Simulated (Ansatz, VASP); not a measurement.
## HfB2 in VASP and in Ansatz

```
Hf B
1.0
     3.14468    0.00000    0.00000
    -1.57234    2.72337    0.00000
     0.00000    0.00000    3.48833
Hf B
1 2
Direct
  0.00000 0.00000 0.00000
  0.33333 0.66667 0.50000
  0.66667 0.33333 0.50000
```

Alike in both runs: functional PBE; k mesh 12 × 12 × 9; occupations fermi-dirac, width 0.1 eV; no spin polarisation.

Ansatz relaxed the structure, and its values are those at the end. VASP's run is a single point on that final structure, the one shown.

|  | VASP | Ansatz |
| --- | --- | --- |
| version | VASP 6.6.1 | Ansatz 0.2.0 |
| potentials or method | VASP PAW PBE potentials, release 64 (Hf_pv, B), cutoff 520 eV | PAW plane waves |
| valence electrons in the cell | 16 | 32 |

VASP gave:

| Property | Result |
| --- | --- |
| gap on the k mesh at the Fermi level (eV) | none |
| pressure (GPa) | -0.4 |

Problem. What did Ansatz give for the same quantities?

Solution. gap on the k mesh at the Fermi level (eV): none; pressure (GPa): 0.0.

A gap of «none» marks a metal or a gap that the smearing closes. VASP's potentials hold 16 valence electrons a cell and Ansatz's 32, so a difference there can come from the potentials and not from the codes.

Spin-orbit coupling is off throughout.
